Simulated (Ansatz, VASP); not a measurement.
**SrO: VASP beside Ansatz**

```
CELL_PARAMETERS angstrom
0.00000 2.56630 2.56630
2.56630 0.00000 2.56630
2.56630 2.56630 0.00000
ATOMIC_POSITIONS crystal
Sr 0.50000 0.50000 0.50000
O 0.00000 0.00000 0.00000
```

Alike in both runs: task single point; functional PBE-based global hybrid; k mesh 5 × 5 × 5; occupations fermi-dirac, width 0.05 eV; no spin polarisation.

```csv
,VASP,Ansatz
version,VASP 6.6.1,Ansatz 0.2.0
potentials or method,"VASP PAW PBE potentials, release 64 (Sr_sv, O)",Ansatz PAW
plane-wave cutoff (eV),520,420
valence electrons in the cell,16,16
```

Ansatz gave:

| Item | Value |
| --- | --- |
| gap on the k mesh at the Fermi level (eV) | 6.65 |
| least direct gap on the mesh (eV) | 6.76 |
| pressure (GPa) | 0.3 |

What did VASP give for the same quantities?

gap on the k mesh at the Fermi level (eV): 6.61; least direct gap on the mesh (eV): 6.74; pressure (GPa): 0.7.

VASP's potentials were made for PBE, not for PBE-based global hybrid.

The k mesh is coarse, so the values compare programs but aren't converged. Noted on Ansatz's run: odd divisions of the mesh miss points on the zone boundary, where band edges often lie, so the gap on the mesh can be too wide.
